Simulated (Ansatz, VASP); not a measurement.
MoW3 in VASP and in Ansatz

```
Mo W
1.0
     0.00000    3.17918    3.17918
     3.17918    0.00000    3.17918
     3.17918    3.17918    0.00000
Mo W
1 3
Direct
  0.00000 0.00000 0.00000
  0.75000 0.75000 0.75000
  0.50000 0.50000 0.50000
  0.25000 0.25000 0.25000
```

Change from the starting cell: species swapped into the Rb3Bi type (Fm-3m, No. 225).

Alike in both runs: functional PBE; k mesh 6 × 6 × 6; occupations gaussian, width 0.1 eV; no spin polarisation.

Ansatz relaxed the structure, and its values are those at the end. VASP's run is a single point on that final structure, the one shown.

|  | VASP | Ansatz |
| --- | --- | --- |
| version | VASP 6.6.1 | Ansatz 0.2.0 |
| potentials or method | VASP PAW PBE potentials, release 64 (Mo_sv, W_sv), cutoff 520 eV | scalar-relativistic, plane waves, PAW |
| valence electrons in the cell | 56 | 56 |

```csv
,VASP,Ansatz,Ansatz less VASP
gap on the k mesh at the Fermi level (eV),none,none,-
pressure (GPa),0.5,0.0,-0.50
```

A gap of «none» marks a metal or a gap that the smearing closes. With one functional, cell and mesh, what is left measures potentials, basis and numerics.

Spin-orbit coupling is off throughout.
